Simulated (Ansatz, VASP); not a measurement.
# Ga3Sb in VASP and in Ansatz

```xyz
4
Lattice="-2.1588 2.1588 4.7605 2.1588 -2.1588 4.7605 2.1588 2.1588 -4.7605" Properties=species:S:1:pos:R:3 pbc="T T T"
Sb    0.0000    0.0000    0.0000
Ga    0.0000    0.0000    4.7605
Ga    2.1588    0.0000    2.3802
Ga    0.0000    2.1588    2.3802
```

Alike in both runs: functional LDA; k mesh 9 × 9 × 9; occupations fermi-dirac, width 0.05 eV; no spin polarisation.

|  | VASP | Ansatz |
| --- | --- | --- |
| version | VASP 6.6.1 | Ansatz 0.2.0 |
| potentials or method | VASP PAW LDA potentials, release 64 (Sb, Ga_d), cutoff 520 eV | all-electron LAPW, scalar-relativistic |
| task | single point | band structure |

VASP gave:

| Quantity | Value |
| --- | --- |
| gap on the k mesh at the Fermi level (eV) | none |
| pressure (GPa) | -4.9 |
| traceless stress, the component that is largest in VASP (GPa) | 0.56 |

Problem. What did Ansatz give for the same quantities?

Solution. gap on the k mesh at the Fermi level (eV): none; pressure (GPa): -4.8; traceless stress, the component that is largest in VASP (GPa): 0.52.

LDA's correlation is that of Perdew and Zunger in VASP and of Perdew and Wang (1992) in Ansatz. A gap of «none» marks a metal or a gap that the smearing closes. Ansatz ran all-electron here, and VASP with PAW potentials.

Spin-orbit coupling is off throughout.
